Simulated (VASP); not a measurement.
# Sn5Ge12 in VASP: a series of runs

The runs below take Sn5Ge12 through single point, with PBE.

All numbers are computed with VASP 6.6.1; they aren't measurements. Logs are shortened: lines on timing, memory, paths and dates and some standing lists are left out, and cuts for length are marked.

## 1. The cell of the first run

The cell holds an amorphous packing of atoms, 17 atoms: a = 7.082 Å, b = 7.723 Å, c = 7.545 Å, α = 95.21°, β = 89.49°, γ = 91.15°.

## 2. Single point, PBE

The input, INCAR:

```
SYSTEM = Sn5Ge12
ALGO = Normal ; EDIFF = 1E-6
ENCUT = 520 ; GGA = PE
ISIF = 2 ; ISMEAR = -1
ISYM = 0 ; LASPH = .True.
LCHARG = .True. ; LELF = .True.
LREAL = Auto ; LVHAR = .True.
LWAVE = .False. ; NBANDS = 133
NELM = 60 ; PREC = Accurate
SIGMA = 0.1034
```

The input, KPOINTS:

```
Automatic mesh
0
Gamma
  1 1 1
  0.25 0.25 0.25
```

The input, POSCAR:

```
Sn5Ge12
1.0
    7.0815660000     -0.0735080000      0.0306640000
   -0.0735080000      7.7150240000     -0.3469720000
    0.0306640000     -0.3469720000      7.5368430000
Sn Ge
5 12
Direct
    0.2777269577      0.8384929463      0.3977354119
    0.8927193105      0.4019450612      0.1959777239
    0.6206881845      0.7214611905      0.9286076478
    0.3272028965      0.4357438282      0.1959871737
    0.8262461134      0.3715467708      0.6498263683
    0.4235140283      0.1088788628      0.0158467256
    0.2524454474      0.8478028956      0.9349138464
    0.7556554199      0.9639779727      0.6782664767
    0.1578004736      0.1790402923      0.4655434874
    0.7040182722      0.7386817508      0.3879519406
    0.2691824194      0.2934125515      0.7542101819
    0.5813301868      0.1346227995      0.3921460794
    0.1163931322      0.5492168524      0.8994972816
    0.0170228932      0.8586057473      0.1597524538
    0.0579887176      0.8078749788      0.6801246664
    0.7776446115      0.0772225372      0.0659350823
    0.3529832715      0.5280495380      0.5745672990
```

Potentials or basis: VASP PAW PBE potentials, release 64 (Sn_d, Ge_d).

Run with:

```
$ cat potpaw_PBE.64/Sn_d/POTCAR potpaw_PBE.64/Ge_d/POTCAR > POTCAR
$ mpirun -np 1 vasp_std > vasp.out
```

OUTCAR:

```text
SYSTEM = Sn5Ge12
   EDIFF = 1E-6
   ENCUT = 520
   GGA = PE
   ISIF = 2
   ISMEAR = -1
   ISYM = 0
   LASPH = .True.
   LREAL = Auto
   NELM = 60
   PREC = Accurate

 ion  position               nearest neighbor table
   1  0.278  0.838  0.398-  14 2.60  15 2.65   9 2.78  17 2.91  12 3.11  10 3.13   4 3.36
   2  0.893  0.402  0.196-  16 2.72  13 3.02   4 3.08  10 3.17   5 3.48
   3  0.621  0.721  0.929-   7 2.80   8 2.92  16 3.04   6 3.34   5 3.59   4 3.72
   4  0.327  0.436  0.196-   6 2.85  17 2.89  13 2.91   2 3.08   9 3.18   1 3.36   3 3.72
   5  0.826  0.372  0.650-  13 3.02   9 3.06  12 3.07   8 3.20  11 3.32   2 3.48   3 3.59
   6  0.424  0.109  0.016-   7 2.37  16 2.56  11 2.78   4 2.85   3 3.34
   7  0.252  0.848  0.935-  14 2.37   6 2.37  15 2.37  13 2.47   3 2.80
   8  0.756  0.964  0.678-  15 2.48  10 2.69   3 2.92   5 3.20
   9  0.158  0.179  0.466-  11 2.41   1 2.78   5 3.06   4 3.18
  10  0.704  0.739  0.388-   8 2.69   1 3.13   2 3.17
  11  0.269  0.293  0.754-   9 2.41  17 2.42  13 2.44   6 2.78   5 3.32
  12  0.581  0.135  0.392-  16 2.82   5 3.07   1 3.11
  13  0.116  0.549  0.899-  11 2.44   7 2.47  15 2.75   4 2.91   2 3.02   5 3.02
  14  0.017  0.859  0.160-   7 2.37  16 2.56   1 2.60
  15  0.058  0.808  0.680-   7 2.37   8 2.48   1 2.65  13 2.75
  16  0.778  0.077  0.066-   6 2.56  14 2.56   2 2.72  12 2.82   3 3.04
  17  0.353  0.528  0.575-  11 2.42   4 2.89   1 2.91

IMPORTANT INFORMATION: All symmetrisations will be switched off!
NOSYMM: (Re-)initialisation of all symmetry stuff for point group C_1.

----------------------------------------------------------------------------------------

                                     Primitive cell

  volume of cell :     410.8723

  direct lattice vectors                    reciprocal lattice vectors
     7.081566000 -0.073508000  0.030664000     0.141227656  0.001322500 -0.000513708
    -0.073508000  7.715024000 -0.346972000     0.001322500  0.129898530  0.005974730
     0.030664000 -0.346972000  7.536843000    -0.000513708  0.005974730  0.132958696

  length of vectors
     7.082013889  7.723172167  7.544887823     0.141234782  0.130042587  0.133093862

  position of ions in fractional coordinates (direct lattice)
     0.277726958  0.838492946  0.397735412
     0.892719310  0.401945061  0.195977724
     0.620688184  0.721461191  0.928607648
     0.327202896  0.435743828  0.195987174
     0.826246113  0.371546771  0.649826368
     0.423514028  0.108878863  0.015846726
[... 9 lines left out ...]
     0.777644612  0.077222537  0.065935082
     0.352983272  0.528049538  0.574567299

  ion indices of the primitive-cell ions
   primitive index   ion index
                 1           1
                 2           2
                 3           3
                 4           4
                 5           5
                 6           6
[... 68 lines left out ...]
   TEBEG  =    0.0;   TEEND  =   0.0 temperature during run
   PSTRESS=    0.0 pullay stress
   NELECT =     238.0000    total number of electrons
   NUPDOWN=      -1.0000    fix difference up-down
   EMIN   =  10.00;   EMAX   =-10.00  energy-range for DOS
   EFERMI =   0.00;   METHOD = LEGACY
   ISMEAR =    -1;   SIGMA  =   0.10  broadening in eV -4-tet -1-fermi 0-gaus
   EFERMI_NEDOS =   21; number of points for ismear=-14 and -15
   IALGO  =     38    algorithm
   IMIX   =      4    mixing-type and parameters
     AMIX     =   0.40;   BMIX     =  1.00
     AMIX_MAG =   1.60;   BMIX_MAG =  1.00
  volume/ion in A,a.u.               =      24.17       163.10
  Fermi-wavevector in a.u.,A,eV,Ry     =   1.364682  2.578875 25.338911  1.862357
  Thomas-Fermi vector in A             =   2.490977
   LORBIT       =      0    0 simple, 1 ext, 2 COOP (PROOUT), +10 PAW based schemes
   GGA     = PE    functional components
   LHFCALC =     F    Hartree Fock is set to
   AEXX    =    0.0000 exact exchange contribution
   IVDW    =     0    specifies the selected vdW correction
   LEPSILON=     F    determine dielectric tensor
   LRPA    =     F    only Hartree local field effects (RPA)
 non-spin polarized calculation
  energy-cutoff  :      520.00
  volume of cell :      410.87
 maximum number of plane-waves:     11053
 NGX is ok and might be reduce to    54
   NGX = 27   NGY = 29   NGZ = 29

 number of electron     238.0000029 magnetization

 Free energy of the ion-electron system (eV)
  ---------------------------------------------------
  ext. energy  EPLUGINS =         0.00000000
  ---------------------------------------------------
  free energy    TOTEN  =       -66.92840330 eV

  energy without entropy =      -66.66027055  energy(sigma->0) =      -66.79433693

 E-fermi :   5.8599     XC(G=0): -10.1604

 val. band max:        5.7532503222   @ k =   0.2500   0.2500   0.2500
 cond. band min:       5.9677135241   @ k =   0.2500   0.2500   0.2500
 fundamental gap:      0.2144632019
 Fermi energy:         5.8598564262

 k-point     1 :       0.2500    0.2500    0.2500
  band No.  band energies     occupation
      1     -19.0029      2.00000
      2     -18.9494      2.00000
      3     -18.9429      2.00000
      4     -18.9363      2.00000
      5     -18.9347      2.00000
      6     -18.9265      2.00000
[... 123 lines left out ...]
    130       8.1375      0.00000
    131       8.2583      0.00000
 [bands above 131 left out]

------------------------ aborting loop because EDIFF is reached ----------------------------------------

  FORCE on cell =-STRESS in cart. coord.  units (eV):
  Direction    XX          YY          ZZ          XY          YZ          ZX
  --------------------------------------------------------------------------------------
  -------------------------------------------------------------------------------------
  Total        6.0680246      8.3470778      9.5940609      8.1365380      8.9441352      5.2871150
  in kB       23.6619772     32.5490378     37.4115900     31.7280479     34.8772353     20.6168566
  external PRESSURE =      31.2075350 kB  Pullay stress =       0.0000000 kB

 VOLUME and BASIS-vectors are now :
 -----------------------------------------------------------------------------
  energy-cutoff  :      520.00
  volume of cell :      410.87
      direct lattice vectors                 reciprocal lattice vectors
     7.081566000 -0.073508000  0.030664000     0.141227656  0.001322500 -0.000513708
    -0.073508000  7.715024000 -0.346972000     0.001322500  0.129898530  0.005974730
     0.030664000 -0.346972000  7.536843000    -0.000513708  0.005974730  0.132958696

 POSITION                                       TOTAL-FORCE (eV/Angst)
 -----------------------------------------------------------------------------------
      1.91730      6.31057      2.71525         1.295069      0.189711      0.003123
      6.29831      2.96739      1.36496        -0.437444      0.382187      0.521085
      4.37089      5.19826      6.76748         0.308451     -0.481889     -0.106841
      2.29109      3.26972      1.33597         0.829933     -0.239170      0.607107
      5.84373      2.58028      4.79406         0.036971     -0.072292      0.101471
      2.99162      0.80337      0.09464         0.242007      1.394013      0.133255
[... 9 lines left out ...]
      5.50329      0.51573      0.49399         0.231036      0.185417     -0.165588
      2.47848      3.84861      4.15803         0.676158      0.546991     -0.640493
 -----------------------------------------------------------------------------------
    total drift:                                0.001421     -0.001766      0.009536

  FREE ENERGIE OF THE ION-ELECTRON SYSTEM (eV)
  ---------------------------------------------------
  free  energy   TOTEN  =       -66.9284033018 eV

  energy  without entropy=      -66.6602705487  energy(sigma->0) =      -66.79433693
```

OSZICAR:

```text
N       E                     dE             d eps       ncg     rms          rms(c)
DAV:   1     0.382967567608E+04    0.38297E+04   -0.10240E+05   311   0.443E+03
DAV:   2     0.956733750210E+03   -0.28729E+04   -0.27761E+04   266   0.129E+03
DAV:   3     0.853949378826E+02   -0.87134E+03   -0.84875E+03   266   0.356E+02
DAV:   4    -0.584207022665E+02   -0.14382E+03   -0.13592E+03   308   0.143E+02
DAV:   5    -0.676772526725E+02   -0.92566E+01   -0.90295E+01   292   0.372E+01    0.772E+00
DAV:   6    -0.669586243168E+02    0.71863E+00   -0.50401E+00   444   0.147E+01    0.381E+00
DAV:   7    -0.669301725997E+02    0.28452E-01   -0.15687E+00   332   0.664E+00    0.137E+00
DAV:   8    -0.669229780806E+02    0.71945E-02   -0.21981E-01   308   0.602E+00    0.676E-01
DAV:   9    -0.669267269215E+02   -0.37488E-02   -0.67787E-02   292   0.270E+00    0.224E-01
DAV:  10    -0.669279263104E+02   -0.11994E-02   -0.15108E-02   340   0.163E+00    0.134E-01
DAV:  11    -0.669282182279E+02   -0.29192E-03   -0.37381E-03   300   0.926E-01    0.396E-02
DAV:  12    -0.669283507292E+02   -0.13250E-03   -0.13738E-03   300   0.423E-01    0.202E-02
DAV:  13    -0.669283825871E+02   -0.31858E-04   -0.45565E-04   324   0.246E-01    0.132E-02
DAV:  14    -0.669283935838E+02   -0.10997E-04   -0.13782E-04   300   0.142E-01    0.586E-03
DAV:  15    -0.669284009953E+02   -0.74115E-05   -0.73161E-05   252   0.682E-02    0.405E-03
DAV:  16    -0.669284023326E+02   -0.13373E-05   -0.14997E-05   212   0.492E-02    0.206E-03
DAV:  17    -0.669284033018E+02   -0.96917E-06   -0.91567E-06   284   0.143E-02
   1 F= -.66928403E+02 E0= -.66794337E+02  d E =-.268133E+00
```

Wall time 3.4 min (1 thread of Intel Xeon Platinum 8259CL at 2.50GHz (Skylake/Cascade Lake), shared host); peak memory 0.42 GiB.

What came out:

```
Free energy            : -66.9284 eV
Pressure               : 3.1 GPa
Largest force          : 1.728 eV/Å
Band gap on the k mesh : 0.21 eV
```

Forces on the atoms (eV/Å):
```
Sn   1.295  0.190  0.003
Sn  -0.437  0.382  0.521
Sn   0.308 -0.482 -0.107
Sn   0.830 -0.239  0.607
Sn   0.037 -0.072  0.101
Ge   0.242  1.394  0.133
Ge   0.780  0.023  0.032
Ge  -0.731  0.309  0.426
Ge   0.263  0.553 -0.857
Ge  -0.491  0.151 -0.750
Ge   0.146 -1.424  0.967
Ge  -0.363 -0.356 -0.275
Ge  -1.182 -0.237  0.005
Ge  -1.288 -0.278  0.626
Ge  -0.315 -0.646 -0.627
Ge   0.231  0.185 -0.166
Ge   0.676  0.547 -0.640
```

Caveat: the k points lie up to 0.89 Å⁻¹ apart; spin-orbit coupling is left out, which moves the levels of the heavy elements.

## 3. Single point, PBE

The input, INCAR:

```
SYSTEM = Sn5Ge12
PREC = Accurate
ENCUT = 520
EDIFF = 1E-6
ISMEAR = -1
SIGMA = 0.05
LREAL = Auto
LASPH = .TRUE.
NELM = 100
ALGO = Normal
ISIF = 2
LWAVE = .FALSE.
LCHARG = .FALSE.
GGA = PE
NBANDS = 133
ISYM = 0
```

KPOINTS is that of step 2.

The input, POSCAR:

```
Sn5Ge12
1.0
    7.0815660000     -0.0735080000      0.0306640000
   -0.0735080000      7.7150240000     -0.3469720000
    0.0306640000     -0.3469720000      7.5368430000
Sn Ge
5 12
Direct
    0.2834901747      0.8519975410      0.3985211511
    0.8892747804      0.4010581682      0.2048308865
    0.6249863841      0.7085285264      0.9163249092
    0.3427700328      0.4331893844      0.1993306596
    0.8349813967      0.3765636253      0.6648046357
    0.4302771264      0.1219374171      0.0188986094
    0.2695185085      0.8371721259      0.9261591055
    0.7225727317      0.9680567696      0.6732137877
    0.1624752087      0.1859502532      0.4619722597
    0.7099696391      0.7254130342      0.3799831710
    0.2742175348      0.2771401240      0.7696140488
    0.5919507084      0.1398570387      0.3683994611
    0.0801594728      0.5533588344      0.9114174212
    0.0023397827      0.8536343575      0.1624585351
    0.0431421029      0.8089120201      0.6650748745
    0.7859141491      0.0781529219      0.0434694744
    0.3531272728      0.5347367917      0.5657560333
```

Potentials or basis: VASP PAW PBE potentials, release 64 (Sn_d, Ge_d).

Run with:

```
$ cat potpaw_PBE.64/Sn_d/POTCAR potpaw_PBE.64/Ge_d/POTCAR > POTCAR
$ mpirun -np 1 vasp_std > vasp.out
```

Wall time 2.5 min (1 thread of Intel Xeon Platinum 8259CL at 2.50GHz (Skylake/Cascade Lake), shared host); peak memory 0.43 GiB.

The run converged. Its results:

```
Free energy            : -67.7960 eV
Pressure               : 1.3 GPa
Largest force          : 1.065 eV/Å
Band gap on the k mesh : 0.39 eV
```

Forces on the atoms (eV/Å):
```
Sn   0.913  0.209 -0.508
Sn  -0.413  0.207  0.419
Sn   0.434 -0.708 -0.128
Sn   0.528  0.136  0.509
Sn  -0.057 -0.371 -0.116
Ge  -0.038  0.290  0.267
Ge  -0.806  0.066 -0.052
Ge  -0.172  0.305  0.228
Ge   0.422  0.775 -0.194
Ge  -0.290 -0.005 -0.571
Ge  -0.350  0.275 -0.222
Ge  -0.383 -0.251  0.036
Ge  -0.056 -0.376 -0.163
Ge  -0.256 -0.260  0.161
Ge  -0.005 -0.459  0.210
Ge   0.424  0.355 -0.321
Ge   0.105 -0.189  0.445
```

Stress tensor (GPa, compression positive):
```
0.21 2.90 1.86
2.90 1.74 4.07
1.86 4.07 2.02
```

Levels at points of the mesh, in eV from the valence-band top:
| k point | band 116 | band 117 | band 118 | band 119 | band 120 | band 121 | band 122 | band 123 |
| --- | --- | --- | --- | --- | --- | --- | --- | --- |
| (0.25, 0.25, 0.25) | -0.82 | -0.51 | -0.42 | 0.00 | 0.39 | 0.52 | 0.79 | 1.02 |

Caveat: the k points lie up to 0.89 Å⁻¹ apart; spin-orbit coupling is left out, which moves the levels of the heavy elements.
